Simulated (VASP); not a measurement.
# HfC (Fm-3m) in VASP: a series of runs, part 2 of 2

VASP 6.6.1.

### Step 5. Single point, PBEsol

This run uses another cell than the first one, of 12.23 Å³/atom, 1.064 times its volume.

INCAR reads:

```
SYSTEM = HfC
PREC = Accurate
ENCUT = 520
EDIFF = 1E-6
ISMEAR = 0
SIGMA = 0.1
LREAL = .FALSE.
LASPH = .TRUE.
NELM = 60
ALGO = Normal
ISIF = 2
LWAVE = .FALSE.
LCHARG = .FALSE.
GGA = PS
NBANDS = 14
```

KPOINTS reads:

```
Automatic mesh
0
G
  16 16 16
  0 0 0
```

POSCAR reads:

```
HfC
1.0
    0.0000000000      2.3036603898      2.3036603898
    2.3036603898      0.0000000000      2.3036603898
    2.3036603898      2.3036603898      0.0000000000
Hf C
1 1
Direct
    0.5000000000      0.5000000000      0.5000000000
    0.0000000000      0.0000000000      0.0000000000
```

Potentials or basis: VASP PAW PBE potentials, release 64 (Hf_pv, C).

Started as:

```sh
$ cat potpaw_PBE.64/Hf_pv/POTCAR potpaw_PBE.64/C/POTCAR > POTCAR
$ mpirun -np 1 vasp_std > vasp.out
```

OUTCAR:

```text
SYSTEM = HfC
   PREC = Accurate
   ENCUT = 520
   EDIFF = 1E-6
   ISMEAR = 0
   LREAL = .FALSE.
   LASPH = .TRUE.
   NELM = 60
   ISIF = 2
   GGA = PS

 ion  position               nearest neighbor table
   1  0.500  0.500  0.500-   2 2.30   2 2.30   2 2.30   2 2.30   2 2.30   2 2.30
   2  0.000  0.000  0.000-   1 2.30   1 2.30   1 2.30   1 2.30   1 2.30   1 2.30

  LATTYP: Found a face centered cubic cell.
 ALAT       =     4.6073207796

  Lattice vectors:

 A1 = (   0.0000000000,   2.3036603898,   2.3036603898)
 A2 = (   2.3036603898,   0.0000000000,   2.3036603898)
 A3 = (   2.3036603898,   2.3036603898,   0.0000000000)

Analysis of symmetry for initial positions (statically):
=====================================================================
 Subroutine PRICEL returns:
 Original cell was already a primitive cell.

 Routine SETGRP: Setting up the symmetry group for a
 face centered cubic supercell.

 Subroutine GETGRP returns: Found 48 space group operations
 (whereof 48 operations were pure point group operations)
 out of a pool of 48 trial point group operations.

The static configuration has the point symmetry O_h .

Analysis of symmetry for dynamics (positions and initial velocities):
=====================================================================
 Subroutine PRICEL returns:
 Original cell was already a primitive cell.

 Routine SETGRP: Setting up the symmetry group for a
 face centered cubic supercell.

 Subroutine GETGRP returns: Found 48 space group operations
 (whereof 48 operations were pure point group operations)
 out of a pool of 48 trial point group operations.

The dynamic configuration has the point symmetry O_h .

 Subroutine INISYM returns: Found 48 space group operations
 (whereof 48 operations are pure point group operations),
 and found     1 'primitive' translations

----------------------------------------------------------------------------------------

                                     Primitive cell

  volume of cell :      24.4504

  direct lattice vectors                    reciprocal lattice vectors
     0.000000000  2.303660390  2.303660390    -0.217045882  0.217045882  0.217045882
     2.303660390  0.000000000  2.303660390     0.217045882 -0.217045882  0.217045882
[... 123 lines left out ...]
 number of electron      14.0000002 magnetization

 Free energy of the ion-electron system (eV)
  ---------------------------------------------------
  ext. energy  EPLUGINS =         0.00000000
  ---------------------------------------------------
  free energy    TOTEN  =       -22.19570897 eV

  energy without entropy =      -22.19343908  energy(sigma->0) =      -22.19457403

 E-fermi :   5.9970     XC(G=0): -12.5572

 val. band max:        5.9958321479   @ k =   0.4375   0.3750   0.0000
 cond. band min:       6.0082957338   @ k =   0.1250   0.0625   0.0000
 fundamental gap:      0.0124635859
 Fermi energy:         5.9969504902

 k-point     1 :       0.0000    0.0000    0.0000
  band No.  band energies     occupation
      1     -23.3466      2.00000
      2     -23.3466      2.00000
      3     -23.3466      2.00000
      4      -6.4087      2.00000
      5       7.0629      0.00000
      6       7.0629      0.00000
      7       7.0629      0.00000
      8       7.3715      0.00000
      9       7.3715      0.00000
     10       7.3715      0.00000
     11       9.4692      0.00000
     12       9.4692      0.00000
     13      13.1820      0.00000
     14      17.0456      0.00000
[... 377 lines left out ...]
      1     -23.4208      2.00000
      2     -23.3668      2.00000
      3     -23.3486      2.00000
      4      -6.1356      2.00000
      5       5.6251      2.00000
      6       5.9288      1.66493
      7       6.0282      0.65814
      8       7.5381      0.00000
      9       8.2354      0.00000
     10       8.2465      0.00000
     11      10.0923      0.00000
     12      11.0193      0.00000
     13      13.7728      0.00000
     14      17.7977      0.00000

 [... further k-points ...]

------------------------ aborting loop because EDIFF is reached ----------------------------------------

  FORCE on cell =-STRESS in cart. coord.  units (eV):
  Direction    XX          YY          ZZ          XY          YZ          ZX
  --------------------------------------------------------------------------------------
  -------------------------------------------------------------------------------------
  Total       -0.0559573     -0.0559573     -0.0559573      0.0000000     -0.0000000      0.0000000
  in kB       -3.6667539     -3.6667539     -3.6667539      0.0000000     -0.0000000      0.0000000
  external PRESSURE =      -3.6667539 kB  Pullay stress =       0.0000000 kB

 VOLUME and BASIS-vectors are now :
 -----------------------------------------------------------------------------
  energy-cutoff  :      520.00
  volume of cell :       24.45
      direct lattice vectors                 reciprocal lattice vectors
     0.000000000  2.303660390  2.303660390    -0.217045882  0.217045882  0.217045882
     2.303660390  0.000000000  2.303660390     0.217045882 -0.217045882  0.217045882
     2.303660390  2.303660390  0.000000000     0.217045882  0.217045882 -0.217045882

 POSITION                                       TOTAL-FORCE (eV/Angst)
 -----------------------------------------------------------------------------------
      2.30366      2.30366      2.30366        -0.000000     -0.000000     -0.000000
      0.00000      0.00000      0.00000         0.000000      0.000000      0.000000
 -----------------------------------------------------------------------------------
    total drift:                                0.000000     -0.000000      0.000000

  FREE ENERGIE OF THE ION-ELECTRON SYSTEM (eV)
  ---------------------------------------------------
  free  energy   TOTEN  =       -22.1957089713 eV

  energy  without entropy=      -22.1934390844  energy(sigma->0) =      -22.19457403
```

OSZICAR:

```text
N       E                     dE             d eps       ncg     rms          rms(c)
DAV:   1     0.223677127359E+02    0.22368E+02   -0.77366E+03  4076   0.984E+02
DAV:   2    -0.235757887740E+02   -0.45944E+02   -0.43036E+02  5272   0.203E+02
DAV:   3    -0.250696446467E+02   -0.14939E+01   -0.14893E+01  4834   0.264E+01
DAV:   4    -0.250759149990E+02   -0.62704E-02   -0.62699E-02  4842   0.211E+00
DAV:   5    -0.250759524931E+02   -0.37494E-04   -0.37494E-04  4864   0.145E-01    0.609E+01
DAV:   6    -0.222692955767E+02    0.28067E+01   -0.10532E+01  4546   0.172E+01    0.428E+01
DAV:   7    -0.222134853557E+02    0.55810E-01   -0.50498E-01  5188   0.494E+00    0.240E+01
DAV:   8    -0.222005703395E+02    0.12915E-01   -0.58669E-02  4996   0.187E+00    0.504E+00
DAV:   9    -0.221960370494E+02    0.45333E-02   -0.16881E-02  4456   0.753E-01    0.204E+00
DAV:  10    -0.221957164997E+02    0.32055E-03   -0.13362E-03  5330   0.269E-01    0.124E-01
DAV:  11    -0.221957092723E+02    0.72273E-05   -0.76758E-05  4618   0.759E-02    0.323E-02
DAV:  12    -0.221957089713E+02    0.30101E-06   -0.25939E-06  4960   0.130E-02
   1 F= -.22195709E+02 E0= -.22194574E+02  d E =-.226989E-02
```

Run time: 12 s. Hardware: 1 thread of Intel Xeon 6975P-C (Granite Rapids), shared host; peak memory 0.17 GiB.

Results:

| Item | Value |
| --- | --- |
| Free energy | -22.1957 eV |
| Pressure | -0.4 GPa |
| Band gap on the k mesh | zero (band 7 reaches 7.06 eV, above the bottom of band 8 at 5.60 eV) |

Caveat: the PAW data sets were made with another functional, which shifts forces and pressure a little; spin-orbit coupling is left out, which moves the levels of the heavy elements.

### Step 6. Single point, PBEsol (volume scaled by 1.03)

INCAR: that of step 5 with these lines changed.

```diff
@@ -3,3 +3,3 @@
 ENCUT = 520
-EDIFF = 1E-6
+EDIFF = 1E-7
 ISMEAR = 0
@@ -8,3 +8,3 @@
 LASPH = .TRUE.
-NELM = 60
+NELM = 100
 ALGO = Normal
```

KPOINTS reads:

```
regular mesh
0
G
  16 16 16
  0 0 0
```

POSCAR reads:

```
HfC
1.0
    0.0000000000      2.3264703919      2.3264703919
    2.3264703919      0.0000000000      2.3264703919
    2.3264703919      2.3264703919      0.0000000000
Hf C
1 1
Direct
    0.5000000000      0.5000000000      0.5000000000
    0.0000000000      0.0000000000      0.0000000000
```

Potentials or basis: VASP PAW PBE potentials, release 64 (Hf_pv, C).

Started as:

```sh
$ cat potpaw_PBE.64/Hf_pv/POTCAR potpaw_PBE.64/C/POTCAR > POTCAR
$ mpirun -np 1 vasp_std > vasp.out
```

Run time: 14 s. Hardware: 1 thread of Intel Xeon 6975P-C (Granite Rapids), shared host; peak memory 0.17 GiB.

Results (log left out):

* Free energy: -22.1778 eV
* Pressure: -7.4 GPa
* Band gap on the k mesh: zero (band 7 reaches 6.82 eV, above the bottom of band 8 at 5.37 eV)

Levels at points of the mesh, in eV from the Fermi level:
| k point | band 5 | band 6 | band 7 | band 8 | band 9 | band 10 |
| --- | --- | --- | --- | --- | --- | --- |
| (0.00, 0.00, 0.00) | 1.05 | 1.05 | 1.05 | 1.37 | 1.37 | 1.37 |
| (0.50, 0.00, 0.00) | -6.14 | -2.96 | -2.96 | 5.30 | 5.30 | 5.77 |
| (0.50, 0.50, 0.00) | -2.57 | -1.80 | -0.06 | -0.06 | 5.31 | 6.73 |

Caveat: the cell differs from its parent crystal (volume scaled by 1.03); the PAW data sets were made with another functional, which shifts forces and pressure a little; spin-orbit coupling is left out, which moves the levels of the heavy elements.

### Step 7. Overview

```tsv
cell	gap on the mesh (eV)	pressure (GPa)
a = 3.191 Å, angles 60.0°, 2 atoms	none	17.3
a = 3.225 Å, angles 60.0°, 2 atoms	none	7.8
a = 3.258 Å, angles 60.0°, 2 atoms	none	-0.4
a = 3.290 Å, angles 60.0°, 2 atoms	none	-7.4
```

Alike in all rows: task single point; level PBEsol; potentials or basis VASP PAW PBE potentials, release 64 (Hf_pv, C); no spin polarisation; k mesh 16 × 16 × 16; cutoff (eV) 520; smearing gaussian 0.1 eV.

Caveats: the PAW data sets were made with another functional, which shifts forces and pressure a little; spin-orbit coupling is left out, which moves the levels of the heavy elements.

Absolute energies hang on the potentials; compare differences alone.
